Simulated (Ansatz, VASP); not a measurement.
Na2S in VASP and in Ansatz

```
CELL_PARAMETERS angstrom
0.00000 3.18952 3.18952
3.18952 0.00000 3.18952
3.18952 3.18952 0.00000
ATOMIC_POSITIONS crystal
Na 0.25000 0.25000 0.25000
Na 0.75000 0.75000 0.75000
S 0.00000 0.00000 0.00000
```

Alike in both runs: functional r2SCAN; k mesh 8 × 8 × 8; occupations fermi-dirac, width 0.02 eV; no spin polarisation.

Ansatz relaxed the structure, and its values are those at the end. VASP's run is a single point on that final structure, the one shown.

```csv
,VASP,Ansatz
version,VASP 6.6.1,Ansatz 0.2.0
potentials or method,"VASP PAW PBE potentials, release 64 (Na_pv, S), cutoff 550 eV",PAW plane waves
valence electrons in the cell,20,24
```

```csv
,VASP,Ansatz,Ansatz less VASP
gap on the k mesh at the Fermi level (eV),3.34,3.31,-0.025
pressure (GPa),2.0,2.2,+0.19
```

VASP's potentials were made for PBE, not for r2SCAN. VASP's potentials hold 20 valence electrons a cell and Ansatz's 24, so a difference there can come from the potentials and not from the codes. Ansatz's warnings: stress scf threshold loose.
